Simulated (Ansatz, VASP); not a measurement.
# One calculation of SnSe, two programs

```
Sn Se
1.0
     0.00000    3.01000    3.01000
     3.01000    0.00000    3.01000
     3.01000    3.01000    0.00000
Sn Se
1 1
Direct
  0.00000 0.00000 0.00000
  0.50000 0.50000 0.50000
```

Alike in both runs: task relaxation of cell and atoms; functional LDA; k mesh 8 × 8 × 8; occupations fermi-dirac, width 0.05 eV; no spin polarisation.

|  | VASP | Ansatz |
| --- | --- | --- |
| version | VASP 6.6.1 | Ansatz 0.2.0 |
| potentials or method | VASP PAW LDA potentials, release 64 (Sn_d, Se) | Ansatz PAW |
| plane-wave cutoff (eV) | 600 | 420 |
| valence electrons in the cell | 20 | 30 |

```tsv
	VASP	Ansatz	Ansatz less VASP
gap on the k mesh at the Fermi level, each at its own relaxed structure (eV)	0.77	0.78	+0.007
relaxed volume (Å³/atom)	25.63	25.58	-0.047
relaxed cell length with the largest relative difference (Å)	4.170	4.167	-0.0025
```

LDA's correlation is that of Perdew and Zunger in VASP and of Perdew and Wang (1992) in Ansatz. VASP's potentials hold 20 valence electrons a cell and Ansatz's 30, so a difference there can come from the potentials and not from the codes.

Noted on Ansatz's run: the plane-wave basis is chosen anew once the cell has moved, so the energies of steps on either side of that aren't comparable.
